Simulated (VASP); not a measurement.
**Ta2SiO3: single point with PBE**

Ta2SiO3:

```
CELL_PARAMETERS angstrom
2.43514 1.40593 3.93692
-2.43514 1.40593 3.93692
0.00000 -2.81186 3.93692
ATOMIC_POSITIONS crystal
Ta 0.60635 0.60635 0.60635
Ta 0.85182 0.85182 0.85182
Si 0.38947 0.38947 0.38947
O 0.13690 0.62728 0.13690
O 0.13690 0.13690 0.62728
O 0.62728 0.13690 0.13690
```

The cell was generated, and may not be a known phase.

- Program: VASP 6.6.1
- Task: single point
- Functional: PBE
- Potentials or basis: VASP PAW PBE potentials, release 64 (Ta_sv_GW, Si, O)
- Cutoff: 700 eV
- k mesh: 3 × 3 × 3
- Occupations: gaussian, width 0.15 eV
- Spin: no spin polarisation
- Dipole correction: no
- Further INCAR settings: ALGO = Normal; EDIFF = 1e-06; NBANDS = 33

```json
{
 "Pressure": "-0.1 GPa",
 "Largest force": "0.048 eV/Å",
 "Band gap on the k mesh": "0.06 eV (least direct gap 0.45 eV)"
}
```

Forces on the atoms (eV/Å):
```
Ta   0.000  0.000 -0.006
Ta   0.000  0.000 -0.027
Si   0.000  0.000 -0.009
O    0.039 -0.023  0.014
O    0.000  0.045  0.014
O   -0.039 -0.023  0.014
```

Stress tensor (GPa, compression positive):
```
-0.34  0.00  0.00
 0.00 -0.34  0.00
 0.00  0.00  0.42
```

Levels at points of the mesh, in eV from the valence-band top:
```tsv
k point	band 20	band 21	band 22	band 23	band 24	band 25	band 26	band 27	band 28	band 29
(0.00, 0.00, 0.00)	-2.82	-2.82	-1.95	-1.95	0.00	0.63	0.63	1.76	2.02	2.02
```

Run time: 56 s on 1 thread of Intel(R) Xeon(R) Platinum 8259CL CPU @ 2.50GHz (Skylake/Cascade Lake), on a shared host, peak memory 0.26 GiB.

Caveat: the k points lie up to 0.53 Å⁻¹ apart; the smearing spreads over this small gap; spin-orbit coupling is left out, which moves the levels of the heavy elements. A k mesh can miss the band edges.
